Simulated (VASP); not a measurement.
Set up this calculation in VASP 6.6.1, as the native input.

- Task: single point
- Functional: LDA
- Potentials or basis: VASP PAW LDA potentials, release 64 (Ta_pv, Li_sv)
- Cutoff: 520 eV
- k mesh: 3 × 3 × 3
- Occupations: fermi-dirac, width 0.15 eV
- Spin: no spin polarisation
- Dipole correction: no
- Further INCAR settings: LREAL = Auto; ALGO = Normal; EDIFF = 1e-06; NBANDS = 104

The structure of LiTa16 (a cell with a defect) lies in POSCAR:

```
LiTa16
1.0
    6.6200000000      0.0000000000      0.0000000000
    0.0000000000      6.6200000000      0.0000000000
    0.0000000000      0.0000000000      6.6200000000
Ta Li
16 1
Direct
   -0.0053515106      0.0077361027     -0.0003216012
    0.5058368580      0.0077944109     -0.0003217523
    0.0406663142      0.5258382175     -0.0002277946
    0.0059731118     -0.0115623867      0.4996022659
    0.2501889728      0.2521901813      0.2512421450
    0.4599567976      0.5255324773     -0.0002280967
    0.4944379154     -0.0116078550      0.4996003021
    0.7501604230      0.2247000000      0.2899240181
    0.0017851964      0.4979870091      0.4997314199
    0.2502847432      0.7617829305      0.2554759819
    0.2501888218      0.2521283988      0.7481747734
    0.4986262840      0.4979439577      0.4997314199
    0.7502297583      0.7423220544      0.2440883686
    0.7501599698      0.2242764350      0.7091957704
    0.2502826284      0.7617191843      0.7439427492
    0.7502294562      0.7423968278      0.7552279456
    0.7505232628      0.3750711480     -0.0007350453
```

One way to write it, as run:

INCAR

```
SYSTEM = LiTa16
PREC     = Accurate       ! precision mode
ENCUT    = 520            ! plane-wave cutoff, eV
EDIFF    = 1E-6           ! SCF threshold, eV
ISMEAR   = -1             ! smearing method
SIGMA    = 0.15           ! smearing width, eV
LREAL    = Auto         
LASPH    = .True.         ! aspherical terms in the spheres
NELM     = 100            ! most SCF steps
ALGO     = Normal         ! electronic algorithm
ISIF     = 2              ! what is computed and relaxed
LWAVE    = .False.        ! write WAVECAR
LCHARG   = .True.         ! write CHGCAR
GGA      = CA             ! functional
LELF     = .True.         ! ELF
LVHAR    = .True.       
NBANDS   = 104            ! bands
```

KPOINTS

```
Automatic mesh
0
Gamma
  3 3 3
  0 0 0
```

Potentials or basis: VASP PAW LDA potentials, release 64 (Ta_pv, Li_sv).

Command:

```console
$ cat potpaw_LDA.64/Ta_pv/POTCAR potpaw_LDA.64/Li_sv/POTCAR > POTCAR
$ mpirun -np 1 vasp_std > vasp.out
```

It gave:

* Largest force: 0.040 eV/Å
* Band gap on the k mesh: zero (an odd number of electrons rules out a gap without spin polarisation)

Caveat: spin-orbit coupling is left out, which moves the levels of the heavy elements.

Run time: 6.7 min on 1 thread of Intel(R) Xeon(R) 6975P-C (Granite Rapids), with other jobs on the host, peak memory 0.44 GiB.
